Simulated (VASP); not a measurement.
# YF in VASP: a series of runs

The runs below take YF through single point, with PBE.

All numbers are computed with VASP 6.6.1; they aren't measurements. Logs are shortened: lines on timing, memory, paths and dates and some standing lists are left out, and cuts for length are marked.

### Step 1. The cell of the first run

The cell holds a sheet with vacuum, 2 atoms: a = 3.369 Å, b = 3.369 Å, c = 23.800 Å, α = 90.00°, β = 90.00°, γ = 90.00°.

### Step 2. Single point, PBE

The input, INCAR:

```
SYSTEM = YF
PREC = Accurate ; ENCUT = 520
EDIFF = 1E-7 ; ISMEAR = 0
SIGMA = 0.1 ; LREAL = .FALSE.
LASPH = .TRUE. ; NELM = 100
ALGO = Normal ; ISIF = 2
LWAVE = .FALSE. ; LCHARG = .TRUE.
LDIPOL = .TRUE. ; IDIPOL = 3
DIPOL = 0.5 0.5 0.294 ; GGA = PE
LELF = .TRUE. ; LVHAR = .TRUE.
LVACPOTAV = .TRUE. ; NBANDS = 16
```

The input, KPOINTS:

```
regular mesh
0
G
  16 16 1
  0 0 0
```

The input, POSCAR:

```
YF
1.0
    3.3688052081      0.0000000000      0.0000000000
    0.0000000000      3.3688052081      0.0000000000
    0.0000000000      0.0000000000     23.8000000000
Y F
1 1
Direct
    0.5000000000      0.5000000000      0.2941176471
    0.0000000000      0.0000000000      0.2941176471
```

Potentials or basis: VASP PAW PBE potentials, release 64 (Y_sv, F).

On the command line:

```sh
> cat potpaw_PBE.64/Y_sv/POTCAR potpaw_PBE.64/F/POTCAR > POTCAR
> mpirun -np 1 vasp_std > vasp.out
```

OUTCAR:

```text
SYSTEM = YF
   PREC = Accurate
   ENCUT = 520
   EDIFF = 1E-7
   ISMEAR = 0
   LREAL = .FALSE.
   LASPH = .TRUE.
   NELM = 100
   ISIF = 2
   GGA = PE

 ion  position               nearest neighbor table
   1  0.500  0.500  0.294-   2 2.38   2 2.38   2 2.38   2 2.38
   2  0.000  0.000  0.294-   1 2.38   1 2.38   1 2.38   1 2.38

  LATTYP: Found a simple tetragonal cell.
 ALAT       =     3.3688052081
 C/A-ratio  =     7.0648192845

  Lattice vectors:

 A1 = (   3.3688052081,   0.0000000000,   0.0000000000)
 A2 = (   0.0000000000,   3.3688052081,   0.0000000000)
 A3 = (   0.0000000000,   0.0000000000,  23.8000000000)

Analysis of symmetry for initial positions (statically):
=====================================================================
 Subroutine PRICEL returns:
 Original cell was already a primitive cell.

 Routine SETGRP: Setting up the symmetry group for a
 simple tetragonal supercell.

 Subroutine GETGRP returns: Found 16 space group operations
 (whereof  8 operations were pure point group operations)
 out of a pool of 16 trial point group operations.

The static configuration has the point symmetry C_4v.
 The point group associated with its full space group is D_4h.

Analysis of symmetry for dynamics (positions and initial velocities):
=====================================================================
 Subroutine PRICEL returns:
 Original cell was already a primitive cell.

 Routine SETGRP: Setting up the symmetry group for a
 simple tetragonal supercell.

 Subroutine GETGRP returns: Found 16 space group operations
 (whereof  8 operations were pure point group operations)
 out of a pool of 16 trial point group operations.

The dynamic configuration has the point symmetry C_4v.
 The point group associated with its full space group is D_4h.

 Subroutine INISYM returns: Found 16 space group operations
 (whereof  8 operations are pure point group operations),
 and found     1 'primitive' translations

----------------------------------------------------------------------------------------

                                     Primitive cell

  volume of cell :     270.1026

  direct lattice vectors                    reciprocal lattice vectors
     3.368805208  0.000000000  0.000000000     0.296841146  0.000000000  0.000000000
     0.000000000  3.368805208  0.000000000     0.000000000  0.296841146  0.000000000
     0.000000000  0.000000000 23.800000000     0.000000000  0.000000000  0.042016807

  length of vectors
     3.368805208  3.368805208 23.800000000     0.296841146  0.296841146  0.042016807

  position of ions in fractional coordinates (direct lattice)
     0.500000000  0.500000000  0.294117647
     0.000000000  0.000000000  0.294117647

  ion indices of the primitive-cell ions
   primitive index   ion index
                 1           1
                 2           2

----------------------------------------------------------------------------------------

 KPOINTS: regular mesh

Automatic generation of k-mesh.
 Grid dimensions read from file:
 generate k-points for:   16   16    1

 Generating k-lattice:

  Cartesian coordinates                     Fractional coordinates (reciprocal lattice)
     0.018552572  0.000000000  0.000000000     0.062500000  0.000000000  0.000000000
     0.000000000  0.018552572  0.000000000     0.000000000  0.062500000  0.000000000
     0.000000000  0.000000000  0.042016807     0.000000000  0.000000000  1.000000000

  Length of vectors
     0.018552572  0.018552572  0.042016807

  Shift w.r.t. Gamma in fractional coordinates (k-lattice)
     0.000000000  0.000000000  0.000000000

 Subroutine IBZKPT returns following result:
 ===========================================

 Found     45 irreducible k-points:

 Following reciprocal coordinates:
            Coordinates               Weight
  0.000000  0.000000  0.000000      1.000000
  0.062500  0.000000  0.000000      4.000000
  0.125000  0.000000  0.000000      4.000000
  0.187500  0.000000  0.000000      4.000000
  0.250000  0.000000  0.000000      4.000000
  0.312500  0.000000  0.000000      4.000000
[... 16 lines left out ...]
  0.437500  0.125000  0.000000      8.000000
  0.500000  0.125000  0.000000      4.000000
 [... further k-points ...]
   k-points           NKPTS =     45   k-points in BZ     NKDIM =     45   number of bands    NBANDS=     16
   number of dos      NEDOS =    301   number of ions     NIONS =      2
   total plane-waves  NPLWV = 141120
   dimension x,y,z NGX =    28 NGY =   28 NGZ =  180
   dimension x,y,z NGXF=    56 NGYF=   56 NGZF=  360
   ions per type =               1   1
   NGX,Y,Z   is equivalent  to a cutoff of  13.82, 13.82, 12.57 a.u.
   NGXF,Y,Z  is equivalent  to a cutoff of  27.64, 27.64, 25.15 a.u.
 SYSTEM =  YF
   PREC   = accura    normal or accurate (medium, high low for compatibility)
   ISTART =      0    job   : 0-new  1-cont  2-samecut
   ICHARG =      2    charge: 1-file 2-atom 10-const
   ISPIN  =      1    spin polarized calculation?
   LNONCOLLINEAR =      F non collinear calculations
   LSORBIT =      F    spin-orbit coupling
   LASPH  =      T    aspherical Exc in radial PAW
   ENCUT  =  520.0 eV  38.22 Ry    6.18 a.u.   6.26  6.26 44.25*2*pi/ulx,y,z
   NELM   =    100;   NELMIN=  2; NELMDL= -5     # of ELM steps
   EDIFF  = 0.1E-06   stopping-criterion for ELM
   LREAL  =      F    real-space projection
   EDIFFG = 0.1E-05   stopping-criterion for IOM
   NSW    =      0    number of steps for IOM
   IBRION =     -1    ionic relax: 0-MD 1-quasi-New 2-CG
   NFREE  =      0    steps in history (QN), initial steepest desc. (CG)
   ISIF   =      2    stress and relaxation
   ISYM   =      2    0-nonsym 1-usesym 2-fastsym
   POTIM  = 0.5000    time-step for ionic-motion
   TEBEG  =    0.0;   TEEND  =   0.0 temperature during run
   PSTRESS=    0.0 pullay stress
   NELECT =      18.0000    total number of electrons
   NUPDOWN=      -1.0000    fix difference up-down
   EMIN   =  10.00;   EMAX   =-10.00  energy-range for DOS
   EFERMI =   0.00;   METHOD = LEGACY
   ISMEAR =     0;   SIGMA  =   0.10  broadening in eV -4-tet -1-fermi 0-gaus
   EFERMI_NEDOS =   21; number of points for ismear=-14 and -15
   IALGO  =     38    algorithm
   IMIX   =      4    mixing-type and parameters
     AMIX     =   0.40;   BMIX     =  1.00
     AMIX_MAG =   1.60;   BMIX_MAG =  1.00
  volume/ion in A,a.u.               =     135.05       911.37
  Fermi-wavevector in a.u.,A,eV,Ry     =   0.663727  1.254262  5.993821  0.440533
  Thomas-Fermi vector in A             =   1.737195
   LORBIT       =      0    0 simple, 1 ext, 2 COOP (PROOUT), +10 PAW based schemes
   GGA     = PE    functional components
   LHFCALC =     F    Hartree Fock is set to
   AEXX    =    0.0000 exact exchange contribution
   IVDW    =     0    specifies the selected vdW correction
   LEPSILON=     F    determine dielectric tensor
   LRPA    =     F    only Hartree local field effects (RPA)
 non-spin polarized calculation
 Gauss-broadening in eV      SIGMA  =   0.10
  energy-cutoff  :      520.00
  volume of cell :      270.10
 maximum number of plane-waves:      7316
 NGX is ok and might be reduce to    28
   NGX = 13   NGY = 13   NGZ = 89

 dipolmoment           0.000000      0.000000      0.000000 electrons x Angstroem

 number of electron      17.9999993 magnetization

 dipolmoment           0.000000      0.000000     -0.000000 electrons x Angstroem

 Free energy of the ion-electron system (eV)
  ---------------------------------------------------
  ext. energy  EPLUGINS =         0.00000000
  ---------------------------------------------------
  free energy    TOTEN  =       -11.34845697 eV

  energy without entropy =      -11.33346701  energy(sigma->0) =      -11.34096199

 E-fermi :  -2.0320     XC(G=0):  -2.1395

 val. band max:       -2.0339545336   @ k =   0.5000   0.2500   0.0000
 cond. band min:      -2.0144591853   @ k =   0.3750   0.3750   0.0000
 fundamental gap:      0.0194953482
 Fermi energy:        -2.0319896607

 k-point     1 :       0.0000    0.0000    0.0000
  band No.  band energies     occupation
      1     -46.3656      2.00000
      2     -29.3138      2.00000
      3     -26.3995      2.00000
      4     -26.1537      2.00000
      5     -26.1537      2.00000
      6     -10.6051      2.00000
[... 8 lines left out ...]
     15       0.8989      0.00000
     16       1.0385      0.00000

 k-point     2 :       0.0625    0.0000    0.0000
  band No.  band energies     occupation
      1     -46.3634      2.00000
      2     -29.3394      2.00000
      3     -26.3970      2.00000
      4     -26.1496      2.00000
      5     -26.1355      2.00000
      6     -10.6644      2.00000
[... 8 lines left out ...]
     15       0.9472      0.00000
     16       1.1035      0.00000

 k-point     3 :       0.1250    0.0000    0.0000
  band No.  band energies     occupation
      1     -46.3569      2.00000
      2     -29.4106      2.00000
      3     -26.3899      2.00000
      4     -26.1380      2.00000
      5     -26.0853      2.00000
      6     -10.8276      2.00000
[... 8 lines left out ...]
     15       1.0917      0.00000
     16       1.2878      0.00000

 k-point     4 :       0.1875    0.0000    0.0000
  band No.  band energies     occupation
      1     -46.3473      2.00000
      2     -29.5134      2.00000
      3     -26.3792      2.00000
      4     -26.1206      2.00000
      5     -26.0134      2.00000
      6     -11.0577      2.00000
[... 8 lines left out ...]
     15       1.3326      0.00000
     16       1.5609      0.00000
[... 324 lines left out ...]
 k-point    22 :       0.3750    0.1250    0.0000
  band No.  band energies     occupation
      1     -46.3071      2.00000
      2     -29.7809      2.00000
      3     -26.3346      2.00000
      4     -26.1933      2.00000
      5     -25.8429      2.00000
      6     -11.6924      2.00000
[... 8 lines left out ...]
     15       2.3478      0.00000
     16       2.9674      0.00000

 k-point    23 :       0.4375    0.1250    0.0000
  band No.  band energies     occupation
      1     -46.3007      2.00000
      2     -29.8274      2.00000
      3     -26.3275      2.00000
      4     -26.1577      2.00000
      5     -25.8550      2.00000
      6     -11.7183      2.00000
[... 8 lines left out ...]
     15       2.4320      0.00000
     16       3.5785      0.00000

 k-point    24 :       0.5000    0.1250    0.0000
  band No.  band energies     occupation
      1     -46.2984      2.00000
      2     -29.8437      2.00000
      3     -26.3250      2.00000
      4     -26.1423      2.00000
      5     -25.8622      2.00000
      6     -11.7201      2.00000
[... 8 lines left out ...]
     15       2.4548      0.00000
     16       3.5404      0.00000

 [... further k-points ...]

------------------------ aborting loop because EDIFF is reached ----------------------------------------

 vacuum level on the upper side and lower side of the slab       (xc-potential included)        -0.110        -0.109

  FORCE on cell =-STRESS in cart. coord.  units (eV):
  Direction    XX          YY          ZZ          XY          YZ          ZX
  --------------------------------------------------------------------------------------
  -------------------------------------------------------------------------------------
  Total       -0.0209326     -0.0209326     -0.0443686      0.0000000      0.0000000      0.0000000
  in kB       -0.1241667     -0.1241667     -0.2631828      0.0000000      0.0000000      0.0000000
  external PRESSURE =      -0.1705054 kB  Pullay stress =       0.0000000 kB

 VOLUME and BASIS-vectors are now :
 -----------------------------------------------------------------------------
  energy-cutoff  :      520.00
  volume of cell :      270.10
      direct lattice vectors                 reciprocal lattice vectors
     3.368805208  0.000000000  0.000000000     0.296841146  0.000000000  0.000000000
     0.000000000  3.368805208  0.000000000     0.000000000  0.296841146  0.000000000
     0.000000000  0.000000000 23.800000000     0.000000000  0.000000000  0.042016807

 POSITION                                       TOTAL-FORCE (eV/Angst)
 -----------------------------------------------------------------------------------
      1.68440      1.68440      7.00000        -0.000000     -0.000000     -0.000000
      0.00000      0.00000      7.00000         0.000000      0.000000      0.000000
 -----------------------------------------------------------------------------------
    total drift:                                0.000000      0.000000     -0.000088

  FREE ENERGIE OF THE ION-ELECTRON SYSTEM (eV)
  ---------------------------------------------------
  free  energy   TOTEN  =       -11.3484569728 eV

  energy  without entropy=      -11.3334670053  energy(sigma->0) =      -11.34096199

 vacuum level on the upper side and lower side of the slab         1.282         1.282
```

Wall time 4.3 min (1 thread of Intel Xeon Platinum 8488C (Sapphire Rapids), shared host); peak memory 0.49 GiB.

What came out:

```
Free energy                     : -11.3485 eV
Band gap on the k mesh          : zero (band 9 reaches -1.70 eV, above the bottom of band 10 at -3.83 eV)
Work function of the upper face : 3.31 eV
Work function of the lower face : 3.31 eV
```

Levels at points of the mesh, in eV from the Fermi level:
```tsv
k point	band 5	band 6	band 7	band 8	band 9	band 10	band 11	band 12	band 13	band 14
(0.00, 0.00, 0.00)	-24.12	-8.57	-8.57	-8.41	-1.84	-1.80	0.39	0.77	2.30	2.30
(0.50, 0.00, 0.00)	-23.71	-9.87	-9.45	-8.55	0.13	0.23	1.36	2.50	2.73	2.73
(0.50, 0.50, 0.00)	-24.25	-8.67	-8.67	-8.26	-0.27	-0.27	1.51	2.00	4.84	5.06
```

(Continued in part 2 of 2.)
